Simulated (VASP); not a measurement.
A run of VASP 6.6.1 is set up as follows.

The input INCAR:

```
SYSTEM = NaZnCl3
PREC = Accurate
ENCUT = 520
EDIFF = 1E-6
ISMEAR = -1
SIGMA = 0.0991
LREAL = Auto
LASPH = .TRUE.
NELM = 80
ALGO = Normal
ISIF = 2
LWAVE = .FALSE.
LCHARG = .FALSE.
GGA = PE
ISYM = 0
NBANDS = 73
```

Contents of KPOINTS:

```
Automatic mesh
0
G
  1 1 1
  0 0 0
```

The input POSCAR:

```
NaZnCl3
1.0
    7.3746020000      0.0495700000      0.0246180000
    0.0495700000      7.3079440000      0.1589410000
    0.0246180000      0.1589410000      7.5744090000
Na Cl Zn
3 9 3
Direct
    0.6774682194      0.4506441120      0.7305664721
    0.8669014439      0.9726064075      0.1217718221
   -0.2425545404      0.5141792634      0.2815961009
    0.2457853179      0.2913047884      0.9321279037
    0.4484999914      0.7845046903      1.0098370536
    0.6471485676      0.3347917714      0.0481457177
    0.0621430140      0.6765902901      0.2552369731
    0.9056910928      0.2082061257      0.5511364922
    0.6040667382      0.8380544425      0.4583177214
    0.9827041227      0.7938274568      0.8229013062
    0.3737659524      0.5032423719      0.5353455014
    0.2153948089      0.0893031737      0.3112053330
    0.2440973103      0.6177405964      0.9290391507
    0.2210968660      0.2385380432      0.5759720081
    0.3549175793      0.7915000397      0.2924466887
```

Potentials or basis: VASP PAW PBE potentials, release 64 (Na_pv, Cl, Zn).

The run is started by

```bash
$ cat potpaw_PBE.64/Na_pv/POTCAR potpaw_PBE.64/Cl/POTCAR potpaw_PBE.64/Zn/POTCAR > POTCAR
$ mpirun -np 1 vasp_gam > vasp.out
```

(1) Estimate the largest force.

(2) Predict the pressure.

Results:

(1) 3.494 eV/Å.

(2) 1.4 GPa.

Caveat: the k points lie up to 0.86 Å⁻¹ apart.
